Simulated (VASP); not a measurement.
# Sc (Fm-3m) in VASP: notebook

The runs below take Sc through single point, with LDA, RPBE+D3(BJ), PBE.

Program: VASP 6.6.1. These are calculated values, not measurements. Logs are shortened: lines on timing, memory, paths and dates and some standing lists are left out, and cuts for length are marked.

### Step 1. The cell of the first run

Symmetry: Fm-3m, No. 225, cubic system. Conventional cell: a = 4.520 Å, b = 4.520 Å, c = 4.520 Å, α = 90.00°, β = 90.00°, γ = 90.00°. Within 4.2 Å of Sc (site symmetry m-3m) lie 12 Sc at 3.20 Å.

This isn't the form of Sc at room conditions, which is hcp.

### Step 2. Single point, LDA

INCAR reads:

```
SYSTEM = Sc
  PREC = Accurate
  ENCUT = 500
  EDIFF = 1E-6
  ISMEAR = 1
  SIGMA = 0.05
  LREAL = .False.
  LASPH = .True.
  NELM = 120
  ALGO = Normal
  ISIF = 2
  LWAVE = .False.
  LCHARG = .True.
  GGA = CA
  LELF = .True.
  LVHAR = .True.
  NBANDS = 12
  GGA_COMPAT = .False.
```

KPOINTS reads:

```
regular mesh
0
Gamma
  10 10 10
  0 0 0
```

POSCAR reads:

```
Sc
1.0
    0.0000000000      2.2600000000      2.2600000000
    2.2600000000      0.0000000000      2.2600000000
    2.2600000000      2.2600000000      0.0000000000
Sc
1
Direct
    0.0000000000      0.0000000000      0.0000000000
```

Potentials or basis: VASP PAW LDA potentials, release 64 (Sc_sv).

Started as:

```bash
cat potpaw_LDA.64/Sc_sv/POTCAR > POTCAR
mpirun -np 1 vasp_std > vasp.out
```

OUTCAR:

```text
SYSTEM = Sc
   PREC = Accurate
   ENCUT = 500
   EDIFF = 1E-6
   ISMEAR = 1
   LREAL = .False.
   LASPH = .True.
   NELM = 120
   ISIF = 2
   GGA = CA

 ion  position               nearest neighbor table
   1  0.000  0.000  0.000-

  LATTYP: Found a face centered cubic cell.
 ALAT       =     4.5200000000

  Lattice vectors:

 A1 = (   0.0000000000,   2.2600000000,   2.2600000000)
 A2 = (   2.2600000000,   0.0000000000,   2.2600000000)
 A3 = (   2.2600000000,   2.2600000000,   0.0000000000)

Analysis of symmetry for initial positions (statically):
=====================================================================
 Subroutine PRICEL returns:
 Original cell was already a primitive cell.

 Routine SETGRP: Setting up the symmetry group for a
 face centered cubic supercell.

 Subroutine GETGRP returns: Found 48 space group operations
 (whereof 48 operations were pure point group operations)
 out of a pool of 48 trial point group operations.

The static configuration has the point symmetry O_h .

Analysis of symmetry for dynamics (positions and initial velocities):
=====================================================================
 Subroutine PRICEL returns:
 Original cell was already a primitive cell.

 Routine SETGRP: Setting up the symmetry group for a
 face centered cubic supercell.

 Subroutine GETGRP returns: Found 48 space group operations
 (whereof 48 operations were pure point group operations)
 out of a pool of 48 trial point group operations.

The dynamic configuration has the point symmetry O_h .

 Subroutine INISYM returns: Found 48 space group operations
 (whereof 48 operations are pure point group operations),
 and found     1 'primitive' translations

----------------------------------------------------------------------------------------

                                     Primitive cell

  volume of cell :      23.0864

  direct lattice vectors                    reciprocal lattice vectors
     0.000000000  2.260000000  2.260000000    -0.221238938  0.221238938  0.221238938
     2.260000000  0.000000000  2.260000000     0.221238938 -0.221238938  0.221238938
     2.260000000  2.260000000  0.000000000     0.221238938  0.221238938 -0.221238938

  length of vectors
     3.196122651  3.196122651  3.196122651     0.383197081  0.383197081  0.383197081

  position of ions in fractional coordinates (direct lattice)
     0.000000000  0.000000000  0.000000000

  ion indices of the primitive-cell ions
   primitive index   ion index
                 1           1

----------------------------------------------------------------------------------------

 KPOINTS: regular mesh

Automatic generation of k-mesh.
 Grid dimensions read from file:
 generate k-points for:   10   10   10

 Generating k-lattice:

  Cartesian coordinates                     Fractional coordinates (reciprocal lattice)
    -0.022123894  0.022123894  0.022123894     0.100000000  0.000000000  0.000000000
     0.022123894 -0.022123894  0.022123894     0.000000000  0.100000000  0.000000000
     0.022123894  0.022123894 -0.022123894     0.000000000  0.000000000  0.100000000

  Length of vectors
     0.038319708  0.038319708  0.038319708

  Shift w.r.t. Gamma in fractional coordinates (k-lattice)
     0.000000000  0.000000000  0.000000000

 Subroutine IBZKPT returns following result:
 ===========================================

 Found     47 irreducible k-points:

 Following reciprocal coordinates:
            Coordinates               Weight
  0.000000  0.000000  0.000000      1.000000
  0.100000  0.000000  0.000000      8.000000
  0.200000  0.000000  0.000000      8.000000
  0.300000  0.000000  0.000000      8.000000
  0.400000  0.000000  0.000000      8.000000
  0.500000  0.000000  0.000000      4.000000
[... 16 lines left out ...]
  0.300000  0.300000  0.000000      6.000000
  0.400000  0.300000  0.000000     24.000000
 [... further k-points ...]
   k-points           NKPTS =     47   k-points in BZ     NKDIM =     47   number of bands    NBANDS=     12
   number of dos      NEDOS =    301   number of ions     NIONS =      1
   total plane-waves  NPLWV =  13824
   dimension x,y,z NGX =    24 NGY =   24 NGZ =   24
   dimension x,y,z NGXF=    48 NGYF=   48 NGZF=   48
   ions per type =               1
   NGX,Y,Z   is equivalent  to a cutoff of  12.48, 12.48, 12.48 a.u.
   NGXF,Y,Z  is equivalent  to a cutoff of  24.97, 24.97, 24.97 a.u.
 SYSTEM =  Sc
   PREC   = accura    normal or accurate (medium, high low for compatibility)
   ISTART =      0    job   : 0-new  1-cont  2-samecut
   ICHARG =      2    charge: 1-file 2-atom 10-const
   ISPIN  =      1    spin polarized calculation?
   LNONCOLLINEAR =      F non collinear calculations
   LSORBIT =      F    spin-orbit coupling
   LASPH  =      T    aspherical Exc in radial PAW
   ENCUT  =  500.0 eV  36.75 Ry    6.06 a.u.   5.83  5.83  5.83*2*pi/ulx,y,z
   NELM   =    120;   NELMIN=  2; NELMDL= -5     # of ELM steps
   EDIFF  = 0.1E-05   stopping-criterion for ELM
   LREAL  =      F    real-space projection
   EDIFFG = 0.1E-04   stopping-criterion for IOM
   NSW    =      0    number of steps for IOM
   IBRION =     -1    ionic relax: 0-MD 1-quasi-New 2-CG
   NFREE  =      0    steps in history (QN), initial steepest desc. (CG)
   ISIF   =      2    stress and relaxation
   ISYM   =      2    0-nonsym 1-usesym 2-fastsym
   POTIM  = 0.5000    time-step for ionic-motion
   TEBEG  =    0.0;   TEEND  =   0.0 temperature during run
   PSTRESS=    0.0 pullay stress
   NELECT =      11.0000    total number of electrons
   NUPDOWN=      -1.0000    fix difference up-down
   EMIN   =  10.00;   EMAX   =-10.00  energy-range for DOS
   EFERMI =   0.00;   METHOD = LEGACY
   ISMEAR =     1;   SIGMA  =   0.05  broadening in eV -4-tet -1-fermi 0-gaus
   EFERMI_NEDOS =   21; number of points for ismear=-14 and -15
   IALGO  =     38    algorithm
   IMIX   =      4    mixing-type and parameters
     AMIX     =   0.40;   BMIX     =  1.00
     AMIX_MAG =   1.60;   BMIX_MAG =  1.00
  volume/ion in A,a.u.               =      23.09       155.79
  Fermi-wavevector in a.u.,A,eV,Ry     =   1.278657  2.416311 22.245021  1.634963
  Thomas-Fermi vector in A             =   2.411187
   LORBIT       =      0    0 simple, 1 ext, 2 COOP (PROOUT), +10 PAW based schemes
   GGA     = CA    functional components
   LHFCALC =     F    Hartree Fock is set to
   AEXX    =    0.0000 exact exchange contribution
   IVDW    =     0    specifies the selected vdW correction
   LEPSILON=     F    determine dielectric tensor
   LRPA    =     F    only Hartree local field effects (RPA)
 non-spin polarized calculation
 Methfessel and Paxton  Order N= 1 SIGMA  =   0.05
  energy-cutoff  :      500.00
  volume of cell :       23.09
 maximum number of plane-waves:       600
   NGX = 11   NGY = 11   NGZ = 11

 number of electron      11.0000000 magnetization

 Free energy of the ion-electron system (eV)
  ---------------------------------------------------
  ext. energy  EPLUGINS =         0.00000000
  ---------------------------------------------------
  free energy    TOTEN  =        -6.67756228 eV

  energy without entropy =       -6.67736205  energy(sigma->0) =       -6.67749554

 E-fermi :   3.8878     XC(G=0): -10.4135

 val. band max:        3.8750452607   @ k =  -0.4000   0.4000   0.2000
 cond. band min:       3.9072884923   @ k =   0.4000   0.3000   0.1000
 fundamental gap:      0.0322432316
 Fermi energy:         3.8877770918

 k-point     1 :       0.0000    0.0000    0.0000
  band No.  band energies     occupation
      1     -44.7617      2.00000
      2     -23.4678      2.00000
      3     -23.4678      2.00000
      4     -23.4678      2.00000
      5      -1.3444      2.00000
      6       5.5170      0.00000
      7       5.5170      0.00000
      8       5.5170      0.00000
      9       7.0131      0.00000
     10       7.0131      0.00000
     11      16.8770      0.00000
     12      20.4617      0.00000

 k-point     2 :       0.1000    0.0000    0.0000
  band No.  band energies     occupation
      1     -44.7539      2.00000
      2     -23.5184      2.00000
      3     -23.4742      2.00000
      4     -23.4742      2.00000
      5      -1.0762      2.00000
      6       5.3227      0.00000
      7       5.6140      0.00000
      8       5.6140      0.00000
      9       6.9477      0.00000
     10       6.9477      0.00000
     11      17.1137      0.00000
     12      18.7779      0.00000

 k-point     3 :       0.2000    0.0000    0.0000
  band No.  band energies     occupation
      1     -44.7331      2.00000
      2     -23.6489      2.00000
      3     -23.4909      2.00000
      4     -23.4909      2.00000
      5      -0.3248      2.00000
      6       4.8773     -0.00000
      7       5.7554      0.00000
      8       5.7554      0.00000
      9       6.9352      0.00000
     10       6.9352      0.00000
     11      16.0763      0.00000
     12      17.7226      0.00000

 k-point     4 :       0.3000    0.0000    0.0000
  band No.  band energies     occupation
      1     -44.7073      2.00000
      2     -23.8066      2.00000
      3     -23.5113      2.00000
      4     -23.5113      2.00000
      5       0.7277      2.00000
      6       4.4559     -0.00000
      7       5.6601      0.00000
      8       5.6601      0.00000
      9       7.2888      0.00000
     10       7.2888      0.00000
     11      13.8451      0.00000
     12      17.2251      0.00000

 k-point     5 :       0.4000    0.0000    0.0000
  band No.  band energies     occupation
      1     -44.6863      2.00000
      2     -23.9316      2.00000
      3     -23.5277      2.00000
      4     -23.5277      2.00000
      5       1.6883      2.00000
      6       4.3057     -0.00000
      7       5.4734      0.00000
      8       5.4734      0.00000
      9       7.7805      0.00000
     10       7.7805      0.00000
     11      11.9914      0.00000
     12      16.5209      0.00000
[... 228 lines left out ...]
      1     -44.6786      2.00000
      2     -23.8573      2.00000
      3     -23.6559      2.00000
      4     -23.5344      2.00000
      5       2.1522      2.00000
      6       4.1595     -0.00000
      7       4.7610     -0.00000
      8       6.0610      0.00000
      9       7.0853      0.00000
     10       8.6814      0.00000
     11      12.8657      0.00000
     12      14.9554      0.00000

 k-point    22 :      -0.2000    0.2000    0.0000
  band No.  band energies     occupation
      1     -44.6984      2.00000
      2     -23.7812      2.00000
      3     -23.6078      2.00000
      4     -23.5088      2.00000
      5       1.1323      2.00000
      6       4.3610     -0.00000
      7       5.1987      0.00000
      8       6.2332      0.00000
      9       6.4705      0.00000
     10       8.0623      0.00000
     11      14.8169      0.00000
     12      15.4282      0.00000

 k-point    23 :       0.3000    0.3000    0.0000
  band No.  band energies     occupation
      1     -44.6895      2.00000
      2     -23.7896      2.00000
      3     -23.5862      2.00000
      4     -23.5862      2.00000
      5       1.2753      2.00000
      6       3.8323      2.06612
      7       5.3806      0.00000
      8       6.9255      0.00000
      9       6.9255      0.00000
     10       7.6343      0.00000
     11      16.1819      0.00000
     12      16.1819      0.00000

 k-point    24 :       0.4000    0.3000    0.0000
  band No.  band energies     occupation
      1     -44.6729      2.00000
      2     -23.8560      2.00000
      3     -23.6226      2.00000
      4     -23.6064      2.00000
      5       1.9335      2.00000
      6       3.5971      2.00000
      7       5.1573      0.00000
      8       7.0604      0.00000
      9       7.6481      0.00000
     10       7.9444      0.00000
     11      14.2238      0.00000
     12      15.4619      0.00000

 [... further k-points ...]

------------------------ aborting loop because EDIFF is reached ----------------------------------------

  FORCE on cell =-STRESS in cart. coord.  units (eV):
  Direction    XX          YY          ZZ          XY          YZ          ZX
  --------------------------------------------------------------------------------------
  -------------------------------------------------------------------------------------
  Total       -0.2219909     -0.2219909     -0.2219909     -0.0000000     -0.0000000     -0.0000000
  in kB      -15.4060196    -15.4060196    -15.4060196     -0.0000000     -0.0000000     -0.0000000
  external PRESSURE =     -15.4060196 kB  Pullay stress =       0.0000000 kB

 VOLUME and BASIS-vectors are now :
 -----------------------------------------------------------------------------
  energy-cutoff  :      500.00
  volume of cell :       23.09
      direct lattice vectors                 reciprocal lattice vectors
     0.000000000  2.260000000  2.260000000    -0.221238938  0.221238938  0.221238938
     2.260000000  0.000000000  2.260000000     0.221238938 -0.221238938  0.221238938
     2.260000000  2.260000000  0.000000000     0.221238938  0.221238938 -0.221238938

 POSITION                                       TOTAL-FORCE (eV/Angst)
 -----------------------------------------------------------------------------------
      0.00000      0.00000      0.00000         0.000000      0.000000      0.000000
 -----------------------------------------------------------------------------------
    total drift:                               -0.000000     -0.000000     -0.000000

  FREE ENERGIE OF THE ION-ELECTRON SYSTEM (eV)
  ---------------------------------------------------
  free  energy   TOTEN  =        -6.6775622794 eV

  energy  without entropy=       -6.6773620474  energy(sigma->0) =       -6.67749554
```

Run time: 5.5 s. Hardware: 1 thread of AMD EPYC 9R45 (Zen 5), shared host; peak memory 0.1 GiB.

What came out:

- Free energy: -6.6776 eV
- Pressure: -1.5 GPa
- Band gap on the k mesh: zero (an odd number of electrons rules out a gap without spin polarisation)

[end of part 1 of 2]
